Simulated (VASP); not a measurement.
SnO2: single point with PBE

Crystal: SnO2.

```
Sn O
1.0
     4.82757    0.00000    0.00000
     0.00000    4.82757    0.00000
     0.00000    0.00000    3.23810
Sn O
2 4
Direct
  0.00000 0.00000 0.00000
  0.50000 0.50000 0.50000
  0.30658 0.30658 0.00000
  0.80658 0.19342 0.50000
  0.19342 0.81072 0.50000
  0.69342 0.69342 0.00000
```

This cell differs from its parent crystal: atom 5 (O) moved 0.02 Å along y.

| Item | Value |
| --- | --- |
| Program | VASP 6.6.1 |
| Task | single point |
| Functional | PBE |
| Potentials or basis | VASP PAW PBE potentials, release 64 (Sn_d, O) |
| Cutoff | 520 eV |
| k mesh | 6 × 6 × 10 |
| Occupations | gaussian, width 0.05 eV |
| Spin | no spin polarisation |

- Pressure: 0.7 GPa
- Largest force: 0.307 eV/Å
- Band gap on the k mesh: 0.68 eV, direct

Forces in eV/Å, atoms in the order of the input:
```
Sn  -0.073  0.086  0.000
Sn  -0.052  0.037  0.000
O   -0.004  0.060  0.000
O   -0.055  0.060  0.000
O    0.179 -0.250  0.000
O    0.004  0.007  0.000
```

Stress tensor (GPa, compression positive):
```
0.57 0.05 0.00
0.05 0.60 0.00
0.00 0.00 0.98
```

Levels at points of the mesh, in eV from the valence-band top:
| k point | band 22 | band 23 | band 24 | band 25 | band 26 | band 27 | band 28 | band 29 | band 30 | band 31 |
| --- | --- | --- | --- | --- | --- | --- | --- | --- | --- | --- |
| (0.00, 0.00, 0.00) | -1.26 | -1.25 | -0.74 | -0.74 | 0.00 | 0.68 | 5.67 | 6.06 | 6.07 | 10.15 |
| (0.50, 0.00, 0.00) | -1.88 | -1.21 | -1.20 | -0.62 | -0.59 | 3.85 | 3.91 | 6.78 | 6.80 | 10.34 |
| (0.00, 0.50, 0.00) | -1.89 | -1.21 | -1.20 | -0.63 | -0.60 | 3.87 | 3.90 | 6.80 | 6.81 | 10.32 |
| (0.50, 0.50, 0.00) | -1.85 | -1.33 | -1.32 | -0.86 | -0.84 | 4.23 | 4.30 | 7.13 | 7.16 | 10.41 |
| (0.00, 0.00, 0.50) | -2.54 | -1.53 | -1.52 | -1.19 | -1.18 | 5.55 | 5.65 | 9.33 | 9.41 | 10.30 |
| (0.50, 0.00, 0.50) | -1.66 | -1.02 | -1.01 | -0.75 | -0.74 | 5.82 | 5.90 | 7.61 | 7.61 | 10.55 |
| (0.00, 0.50, 0.50) | -1.65 | -1.02 | -1.02 | -0.75 | -0.74 | 5.80 | 5.91 | 7.58 | 7.63 | 10.56 |
| (0.50, 0.50, 0.50) | -2.44 | -0.93 | -0.92 | -0.78 | -0.78 | 4.34 | 4.41 | 8.58 | 8.61 | 10.55 |

Wall time 9.6 min on 1 thread of AMD EPYC 7R13, on a shared host, peak memory 0.32 GiB.

Caveat: the cell differs from its parent crystal (atom 5 (O) moved 0.02 Å along y); spin-orbit coupling is left out, which moves the levels of the heavy elements.
